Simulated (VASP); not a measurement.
Runs of VASP 6.6.1 on As. The structure is that of space group Fm-3m (No. 225), or close to it. The cells are those of the table. 

```tsv
task	spin	cell	k mesh	cutoff (eV)	gap on the mesh (eV)	pressure (GPa)
single point	off	a = 3.001 Å, angles 60.0°, 1 atom	13 × 13 × 13	520	none	-0.1
single point	off	a = 3.116 Å, angles 60.0°, 1 atom	14 × 14 × 14	520	none	(a)
single point	off	a = 2.876 Å, angles 60.0°, 1 atom	14 × 14 × 14	520	none	13.8
single point	off	a = 2.960 Å, angles 60.0°, 1 atom	14 × 14 × 14	520	none	(b)
single point	off	a = 3.001 Å, angles 60.0°, 1 atom	14 × 14 × 14	520	none	-0.2
relaxation of cell and atoms	off	relaxed from a = 2.958 Å, angles 60.0°, 1 atom	13 × 13 × 13	600	none	0.0
single point	non-collinear, zero start, SOC	a = 3.001 Å, angles 60.0°, 1 atom	13 × 13 × 13	520	-	-0.1
single point	off	a = 2.918 Å, angles 60.0°, 1 atom	14 × 14 × 14	520	none	8.1
```

Alike in all rows: level r2SCAN; potentials or basis VASP PAW PBE potentials, release 64 (As); smearing fermi-dirac 0.1 eV.

Question: Fill in the values left out.

Answer: (a) -7.4; (b) 3.5.

Caveats: the PAW data sets were made with another functional, which shifts forces and pressure a little.

A k mesh can miss the band edges, and rows without SOC leave out spin-orbit coupling on As.

A gap of «none» marks levels without a gap at the run's occupations.
